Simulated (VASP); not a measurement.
# HfN (Fm-3m) in VASP: a series of runs

The runs below take HfN through single point, with PBE.

All numbers are computed with VASP 6.6.1; they aren't measurements. Logs are shortened: lines on timing, memory, paths and dates and some standing lists are left out, and cuts for length are marked.

## Step 1: The cell of the first run

It takes space group Fm-3m (No. 225, cubic). Conventional cell: a = 4.512 Å, b = 4.512 Å, c = 4.512 Å, α = 90.00°, β = 90.00°, γ = 90.00°. Hf (site symmetry m-3m) has 6 N at 2.26 Å within 3.0 Å. Within 3.0 Å of N (site symmetry m-3m) lie 6 Hf at 2.26 Å.

## Step 2: Single point, PBE

INCAR

```
SYSTEM = HfN
ALGO = Normal
EDIFF = 1E-6
ENCUT = 520
GGA = PE
ISIF = 2
ISMEAR = 1
LASPH = .TRUE.
LCHARG = .FALSE.
LREAL = .FALSE.
LWAVE = .FALSE.
NBANDS = 14
NELM = 60
PREC = Accurate
SIGMA = 0.5
```

KPOINTS

```
k-points
0
G
  13 13 13
  0 0 0
```

POSCAR

```
HfN
1.0
    0.0000000000      2.2560000000      2.2560000000
    2.2560000000      0.0000000000      2.2560000000
    2.2560000000      2.2560000000      0.0000000000
Hf N
1 1
Direct
    0.0000000000      0.0000000000      0.0000000000
    0.5000000000      0.5000000000      0.5000000000
```

Potentials or basis: VASP PAW PBE potentials, release 64 (Hf_pv, N).

On the command line:

```sh
> cat potpaw_PBE.64/Hf_pv/POTCAR potpaw_PBE.64/N/POTCAR > POTCAR
> mpirun -np 1 vasp_std > vasp.out
```

OUTCAR:

```text
SYSTEM = HfN
   EDIFF = 1E-6
   ENCUT = 520
   GGA = PE
   ISIF = 2
   ISMEAR = 1
   LASPH = .TRUE.
   LREAL = .FALSE.
   NELM = 60
   PREC = Accurate

 ion  position               nearest neighbor table
   1  0.000  0.000  0.000-   2 2.26   2 2.26   2 2.26   2 2.26   2 2.26   2 2.26
   2  0.500  0.500  0.500-   1 2.26   1 2.26   1 2.26   1 2.26   1 2.26   1 2.26

  LATTYP: Found a face centered cubic cell.
 ALAT       =     4.5120000000

  Lattice vectors:

 A1 = (   0.0000000000,   2.2560000000,   2.2560000000)
 A2 = (   2.2560000000,   0.0000000000,   2.2560000000)
 A3 = (   2.2560000000,   2.2560000000,   0.0000000000)

Analysis of symmetry for initial positions (statically):
=====================================================================
 Subroutine PRICEL returns:
 Original cell was already a primitive cell.

 Routine SETGRP: Setting up the symmetry group for a
 face centered cubic supercell.

 Subroutine GETGRP returns: Found 48 space group operations
 (whereof 48 operations were pure point group operations)
 out of a pool of 48 trial point group operations.

The static configuration has the point symmetry O_h .

Analysis of symmetry for dynamics (positions and initial velocities):
=====================================================================
 Subroutine PRICEL returns:
 Original cell was already a primitive cell.

 Routine SETGRP: Setting up the symmetry group for a
 face centered cubic supercell.

 Subroutine GETGRP returns: Found 48 space group operations
 (whereof 48 operations were pure point group operations)
 out of a pool of 48 trial point group operations.

The dynamic configuration has the point symmetry O_h .

 Subroutine INISYM returns: Found 48 space group operations
 (whereof 48 operations are pure point group operations),
 and found     1 'primitive' translations

----------------------------------------------------------------------------------------

                                     Primitive cell

  volume of cell :      22.9640

  direct lattice vectors                    reciprocal lattice vectors
     0.000000000  2.256000000  2.256000000    -0.221631206  0.221631206  0.221631206
     2.256000000  0.000000000  2.256000000     0.221631206 -0.221631206  0.221631206
     2.256000000  2.256000000  0.000000000     0.221631206  0.221631206 -0.221631206

  length of vectors
[... 85 lines left out ...]
   NSW    =      0    number of steps for IOM
   IBRION =     -1    ionic relax: 0-MD 1-quasi-New 2-CG
   NFREE  =      0    steps in history (QN), initial steepest desc. (CG)
   ISIF   =      2    stress and relaxation
   ISYM   =      2    0-nonsym 1-usesym 2-fastsym
   POTIM  = 0.5000    time-step for ionic-motion
   TEBEG  =    0.0;   TEEND  =   0.0 temperature during run
   PSTRESS=    0.0 pullay stress
   NELECT =      15.0000    total number of electrons
   NUPDOWN=      -1.0000    fix difference up-down
   EMIN   =  10.00;   EMAX   =-10.00  energy-range for DOS
   EFERMI =   0.00;   METHOD = LEGACY
   ISMEAR =     1;   SIGMA  =   0.50  broadening in eV -4-tet -1-fermi 0-gaus
   EFERMI_NEDOS =   21; number of points for ismear=-14 and -15
   IALGO  =     38    algorithm
   IMIX   =      4    mixing-type and parameters
     AMIX     =   0.40;   BMIX     =  1.00
     AMIX_MAG =   1.60;   BMIX_MAG =  1.00
  volume/ion in A,a.u.               =      11.48        77.48
  Fermi-wavevector in a.u.,A,eV,Ry     =   1.420440  2.684242 27.451783  2.017649
  Thomas-Fermi vector in A             =   2.541355
   LORBIT       =      0    0 simple, 1 ext, 2 COOP (PROOUT), +10 PAW based schemes
   GGA     = PE    functional components
   LHFCALC =     F    Hartree Fock is set to
   AEXX    =    0.0000 exact exchange contribution
   IVDW    =     0    specifies the selected vdW correction
   LEPSILON=     F    determine dielectric tensor
   LRPA    =     F    only Hartree local field effects (RPA)
 non-spin polarized calculation
 Methfessel and Paxton  Order N= 1 SIGMA  =   0.50
  energy-cutoff  :      520.00
  volume of cell :       22.96
 maximum number of plane-waves:       628
   NGX = 11   NGY = 11   NGZ = 11

 number of electron      15.0000001 magnetization

 Free energy of the ion-electron system (eV)
  ---------------------------------------------------
  ext. energy  EPLUGINS =         0.00000000
  ---------------------------------------------------
  free energy    TOTEN  =       -21.75280366 eV

  energy without entropy =      -21.75128834  energy(sigma->0) =      -21.75229855

 E-fermi :   8.4501     XC(G=0): -12.7533

 val. band max:        8.3855923511   @ k =  -0.1538   0.2308   0.0769
 cond. band min:       8.4802240331   @ k =   0.1538   0.0000   0.0000
 fundamental gap:      0.0946316820
 Fermi energy:         8.4501378680

 k-point     1 :       0.0000    0.0000    0.0000
  band No.  band energies     occupation
      1     -22.7155      2.00000
      2     -22.7155      2.00000
      3     -22.7155      2.00000
      4      -9.1139      2.00000
      5       5.3870      2.00000
      6       5.3870      2.00000
      7       5.3870      2.00000
      8       8.0725      1.95542
      9       8.0725      1.95542
     10       8.0725      1.95542
     11      10.2552     -0.00000
     12      10.3999     -0.00000
     13      10.3999     -0.00000
     14      17.9953     -0.00000
[... 377 lines left out ...]
      1     -23.5527      2.00000
      2     -22.9060      2.00000
      3     -22.8574      2.00000
      4      -6.8974      2.00000
      5       0.4447      2.00000
      6       2.4923      2.00000
      7       2.8410      2.00000
      8       8.9708     -0.05780
      9      12.2173     -0.00000
     10      12.4766     -0.00000
     11      14.2029     -0.00000
     12      15.4390     -0.00000
     13      17.3331     -0.00000
     14      19.5860      0.00000

 [... further k-points ...]
[... 5 lines left out ...]
  --------------------------------------------------------------------------------------
  -------------------------------------------------------------------------------------
  Total        0.5940867      0.5940867      0.5940867      0.0000000     -0.0000000      0.0000000
  in kB       41.4489099     41.4489099     41.4489099      0.0000000     -0.0000000      0.0000000
  external PRESSURE =      41.4489099 kB  Pullay stress =       0.0000000 kB

 VOLUME and BASIS-vectors are now :
 -----------------------------------------------------------------------------
  energy-cutoff  :      520.00
  volume of cell :       22.96
      direct lattice vectors                 reciprocal lattice vectors
     0.000000000  2.256000000  2.256000000    -0.221631206  0.221631206  0.221631206
     2.256000000  0.000000000  2.256000000     0.221631206 -0.221631206  0.221631206
     2.256000000  2.256000000  0.000000000     0.221631206  0.221631206 -0.221631206

 POSITION                                       TOTAL-FORCE (eV/Angst)
 -----------------------------------------------------------------------------------
      0.00000      0.00000      0.00000         0.000000     -0.000000     -0.000000
      2.25600      2.25600      2.25600        -0.000000      0.000000      0.000000
 -----------------------------------------------------------------------------------
    total drift:                                0.000000     -0.000000     -0.000000

  FREE ENERGIE OF THE ION-ELECTRON SYSTEM (eV)
  ---------------------------------------------------
  free  energy   TOTEN  =       -21.7528036587 eV

  energy  without entropy=      -21.7512883366  energy(sigma->0) =      -21.75229855
```

OSZICAR:

```text
N       E                     dE             d eps       ncg     rms          rms(c)
DAV:   1     0.376550193414E+02    0.37655E+02   -0.77177E+03  2360   0.101E+03
DAV:   2    -0.228308752527E+02   -0.60486E+02   -0.56933E+02  3090   0.237E+02
DAV:   3    -0.247493543191E+02   -0.19185E+01   -0.19114E+01  2658   0.343E+01
DAV:   4    -0.247563139454E+02   -0.69596E-02   -0.69582E-02  2862   0.242E+00
DAV:   5    -0.247563587431E+02   -0.44798E-04   -0.44796E-04  2678   0.164E-01    0.494E+01
DAV:   6    -0.218558935230E+02    0.29005E+01   -0.81732E+00  2562   0.222E+01    0.420E+01
DAV:   7    -0.217798519550E+02    0.76042E-01   -0.45187E-01  2958   0.601E+00    0.267E+01
DAV:   8    -0.217583583914E+02    0.21494E-01   -0.10464E-01  2694   0.281E+00    0.600E+00
DAV:   9    -0.217529164767E+02    0.54419E-02   -0.15017E-02  2706   0.990E-01    0.197E+00
DAV:  10    -0.217528368130E+02    0.79664E-04   -0.10426E-03  3042   0.312E-01    0.440E-01
DAV:  11    -0.217528057968E+02    0.31016E-04   -0.70324E-05  2844   0.837E-02    0.111E-01
DAV:  12    -0.217528038895E+02    0.19073E-05   -0.75808E-06  3106   0.235E-02    0.182E-02
DAV:  13    -0.217528036587E+02    0.23088E-06   -0.19538E-07  1578   0.460E-03
   1 F= -.21752804E+02 E0= -.21752299E+02  d E =-.151532E-02
```

Run time: 10 s. Hardware: 1 thread of Intel Xeon 6975P-C (Granite Rapids), shared host; peak memory 0.15 GiB.

What came out:

* Free energy: -21.7528 eV
* Pressure: 4.1 GPa

Caveat: spin-orbit coupling is left out, which moves the levels of the heavy elements.

## Step 3: Single point, PBE

INCAR

```
ALGO = Normal
EDIFF = 1E-6
ENCUT = 520
GGA = PE
ISIF = 2
ISMEAR = 1
LASPH = T
LCHARG = T
LELF = T
LREAL = F
LVHAR = T
LWAVE = F
NBANDS = 14
NELM = 60
PREC = Accurate
SIGMA = 0.3
```

KPOINTS

```
k-points
0
Gamma
  13 13 13
```

POSCAR is that of step 2.

Potentials or basis: VASP PAW PBE potentials, release 64 (Hf_pv, N).

On the command line:

```sh
> cat potpaw_PBE.64/Hf_pv/POTCAR potpaw_PBE.64/N/POTCAR > POTCAR
> mpirun -np 1 vasp_std > vasp.out
```

OUTCAR:

```text
EDIFF = 1E-6
   ENCUT = 520
   GGA = PE
   ISIF = 2
   ISMEAR = 1
   LASPH = T
   LREAL = F
   NELM = 60
   PREC = Accurate

 ion  position               nearest neighbor table
   1  0.000  0.000  0.000-   2 2.26   2 2.26   2 2.26   2 2.26   2 2.26   2 2.26
   2  0.500  0.500  0.500-   1 2.26   1 2.26   1 2.26   1 2.26   1 2.26   1 2.26

  LATTYP: Found a face centered cubic cell.
 ALAT       =     4.5120000000

  Lattice vectors:

 A1 = (   0.0000000000,   2.2560000000,   2.2560000000)
 A2 = (   2.2560000000,   0.0000000000,   2.2560000000)
 A3 = (   2.2560000000,   2.2560000000,   0.0000000000)

Analysis of symmetry for initial positions (statically):
=====================================================================
 Subroutine PRICEL returns:
 Original cell was already a primitive cell.

 Routine SETGRP: Setting up the symmetry group for a
 face centered cubic supercell.

 Subroutine GETGRP returns: Found 48 space group operations
 (whereof 48 operations were pure point group operations)
 out of a pool of 48 trial point group operations.

The static configuration has the point symmetry O_h .

Analysis of symmetry for dynamics (positions and initial velocities):
=====================================================================
 Subroutine PRICEL returns:
 Original cell was already a primitive cell.

 Routine SETGRP: Setting up the symmetry group for a
 face centered cubic supercell.

 Subroutine GETGRP returns: Found 48 space group operations
 (whereof 48 operations were pure point group operations)
 out of a pool of 48 trial point group operations.

The dynamic configuration has the point symmetry O_h .

 Subroutine INISYM returns: Found 48 space group operations
 (whereof 48 operations are pure point group operations),
 and found     1 'primitive' translations

----------------------------------------------------------------------------------------

                                     Primitive cell
[... 114 lines left out ...]
  Thomas-Fermi vector in A             =   2.541355
   LORBIT       =      0    0 simple, 1 ext, 2 COOP (PROOUT), +10 PAW based schemes
   GGA     = PE    functional components
   LHFCALC =     F    Hartree Fock is set to
   AEXX    =    0.0000 exact exchange contribution
   IVDW    =     0    specifies the selected vdW correction
   LEPSILON=     F    determine dielectric tensor
   LRPA    =     F    only Hartree local field effects (RPA)
 non-spin polarized calculation
 Methfessel and Paxton  Order N= 1 SIGMA  =   0.30
  energy-cutoff  :      520.00
  volume of cell :       22.96
 maximum number of plane-waves:       628
   NGX = 11   NGY = 11   NGZ = 11

 number of electron      15.0000001 magnetization

 Free energy of the ion-electron system (eV)
  ---------------------------------------------------
  ext. energy  EPLUGINS =         0.00000000
  ---------------------------------------------------
  free energy    TOTEN  =       -21.75220313 eV

  energy without entropy =      -21.75127938  energy(sigma->0) =      -21.75189521

 E-fermi :   8.4638     XC(G=0): -12.7531

 val. band max:        8.3858617429   @ k =  -0.1538   0.2308   0.0769
 cond. band min:       8.4803756102   @ k =   0.1538   0.0000   0.0000
 fundamental gap:      0.0945138673
 Fermi energy:         8.4637737541

 k-point     1 :       0.0000    0.0000    0.0000
  band No.  band energies     occupation
      1     -22.7153      2.00000
      2     -22.7153      2.00000
      3     -22.7153      2.00000
      4      -9.1130      2.00000
      5       5.3881      2.00000
      6       5.3881      2.00000
      7       5.3881      2.00000
      8       8.0725      2.06917
      9       8.0725      2.06917
     10       8.0725      2.06917
     11      10.2558     -0.00000
     12      10.4001     -0.00000
     13      10.4001     -0.00000
     14      17.9955      0.00000
[... 377 lines left out ...]
      1     -23.5525      2.00000
      2     -22.9058      2.00000
      3     -22.8572      2.00000
      4      -6.8964      2.00000
      5       0.4452      2.00000
      6       2.4930      2.00000
      7       2.8418      2.00000
      8       8.9710     -0.03790
      9      12.2177     -0.00000
     10      12.4767     -0.00000
     11      14.2032     -0.00000
     12      15.4395      0.00000
     13      17.3336      0.00000
     14      19.5863      0.00000

 [... further k-points ...]
[... 5 lines left out ...]
  --------------------------------------------------------------------------------------
  -------------------------------------------------------------------------------------
  Total        0.5933566      0.5933566      0.5933566      0.0000000      0.0000000      0.0000000
  in kB       41.3979760     41.3979760     41.3979760      0.0000000      0.0000000      0.0000000
  external PRESSURE =      41.3979760 kB  Pullay stress =       0.0000000 kB

 VOLUME and BASIS-vectors are now :
 -----------------------------------------------------------------------------
  energy-cutoff  :      520.00
  volume of cell :       22.96
      direct lattice vectors                 reciprocal lattice vectors
     0.000000000  2.256000000  2.256000000    -0.221631206  0.221631206  0.221631206
     2.256000000  0.000000000  2.256000000     0.221631206 -0.221631206  0.221631206
     2.256000000  2.256000000  0.000000000     0.221631206  0.221631206 -0.221631206

 POSITION                                       TOTAL-FORCE (eV/Angst)
 -----------------------------------------------------------------------------------
      0.00000      0.00000      0.00000        -0.000000     -0.000000      0.000000
      2.25600      2.25600      2.25600         0.000000      0.000000     -0.000000
 -----------------------------------------------------------------------------------
    total drift:                                0.000000     -0.000000     -0.000000

  FREE ENERGIE OF THE ION-ELECTRON SYSTEM (eV)
  ---------------------------------------------------
  free  energy   TOTEN  =       -21.7522031250 eV

  energy  without entropy=      -21.7512793776  energy(sigma->0) =      -21.75189521
```

OSZICAR:

```text
N       E                     dE             d eps       ncg     rms          rms(c)
DAV:   1     0.376544202933E+02    0.37654E+02   -0.77177E+03  2360   0.101E+03
DAV:   2    -0.228320739156E+02   -0.60486E+02   -0.56940E+02  3090   0.237E+02
DAV:   3    -0.247496403688E+02   -0.19176E+01   -0.19122E+01  2658   0.343E+01
DAV:   4    -0.247565660692E+02   -0.69257E-02   -0.69242E-02  2862   0.242E+00
DAV:   5    -0.247566102710E+02   -0.44202E-04   -0.44203E-04  2678   0.164E-01    0.494E+01
DAV:   6    -0.218547709002E+02    0.29018E+01   -0.81707E+00  2562   0.222E+01    0.420E+01
DAV:   7    -0.217791954736E+02    0.75575E-01   -0.45056E-01  2958   0.600E+00    0.267E+01
DAV:   8    -0.217577391878E+02    0.21456E-01   -0.10433E-01  2694   0.280E+00    0.599E+00
DAV:   9    -0.217523166530E+02    0.54225E-02   -0.14997E-02  2706   0.989E-01    0.197E+00
DAV:  10    -0.217522360729E+02    0.80580E-04   -0.10425E-03  3042   0.312E-01    0.438E-01
DAV:  11    -0.217522052760E+02    0.30797E-04   -0.70106E-05  2844   0.836E-02    0.111E-01
DAV:  12    -0.217522033607E+02    0.19152E-05   -0.75672E-06  3112   0.234E-02    0.184E-02
DAV:  13    -0.217522031250E+02    0.23569E-06   -0.19699E-07  1584   0.462E-03
   1 F= -.21752203E+02 E0= -.21751895E+02  d E =-.923747E-03
```

It took 10 s on 1 thread of Intel Xeon 6975P-C (Granite Rapids), shared host; peak memory 0.15 GiB.

Results:

| Quantity | Value |
| --- | --- |
| Free energy | -21.7522 eV |
| Pressure | 4.1 GPa |

Caveat: spin-orbit coupling is left out, which moves the levels of the heavy elements.

[end of part 1 of 2]
